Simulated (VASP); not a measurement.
The system is ZnS3.

```
Zn S
1.0
     3.45875    0.00000    0.00000
     0.00000    3.45875    0.00000
     0.00000    0.00000    7.00953
Zn S
1 3
Direct
  0.50000 0.50000 0.50000
  0.00000 0.00000 0.74742
  0.00000 0.00000 0.25258
  0.50000 0.50000 0.00000
```

The cell was built from a structure type or drawn by symmetry, and may not be a known phase.

```yaml
Program: VASP 6.6.1
Task: relaxation of cell and atoms
Functional: PBE
Potentials_or_basis: VASP PAW PBE potentials, release 64 (Zn, S)
Cutoff: 600 eV
k_mesh: 6 × 6 × 4
Occupations: gaussian, width 0.1 eV
Spin: no spin polarisation
```

At the start: pressure -11.7 GPa; volume 20.96 Å³/atom.

Problem. Where does the relaxation end?

Solution. Over 42 steps the energy falls by 460.2 meV/atom and the volume is 21.55 Å³/atom (+2.8 %); space group P4/mmm (No. 123, to 0.1 Å) before and after.

The path:
```csv
step,energy change (eV),largest force (eV/Å),pressure (GPa),volume (Å³)
1,0.0000,0.2747,-11.67,83.85
3,-0.9646,0.1776,-0.14,63.92
5,-0.9706,0.1446,0.34,63.58
7,-0.9787,0.1565,1.17,63.64
9,-1.0011,0.2808,-1.48,66.56
11,-1.0148,0.5988,-4.18,71.18
13,-1.0272,0.6533,-4.43,72.10
15,-1.0911,0.5755,-4.62,75.82
17,-1.0954,0.4762,-4.55,76.42
19,-1.1130,0.2624,-4.05,76.68
21,-1.1442,1.2141,0.39,73.91
23,-1.1606,0.5614,-1.36,74.86
25,-1.1993,0.4892,-0.84,73.60
27,-1.2933,0.0948,2.96,68.05
29,-1.3714,0.4199,2.52,68.34
31,-1.5009,1.1442,2.41,69.12
33,-1.5990,0.4666,7.37,73.08
35,-1.6554,0.7612,5.25,72.27
37,-1.8248,0.2516,1.78,82.45
39,-1.8305,0.6322,-0.95,86.52
41,-1.8405,0.0535,0.13,85.82
42,-1.8408,0.0048,0.02,86.21
```

Final structure:
```
Zn S
1.0
     4.31131    0.00000    0.00000
     0.00000    4.31131    0.00000
     0.00000    0.00000    4.63822
Zn S
1 3
Direct
  0.50000 0.50000 0.50000
  0.00000 0.00000 0.70942
  0.00000 0.00000 0.29058
  0.50000 0.50000 0.00000
```

Caveat: a cell axis changed by over 15 % at a fixed basis, so the end point is rough.
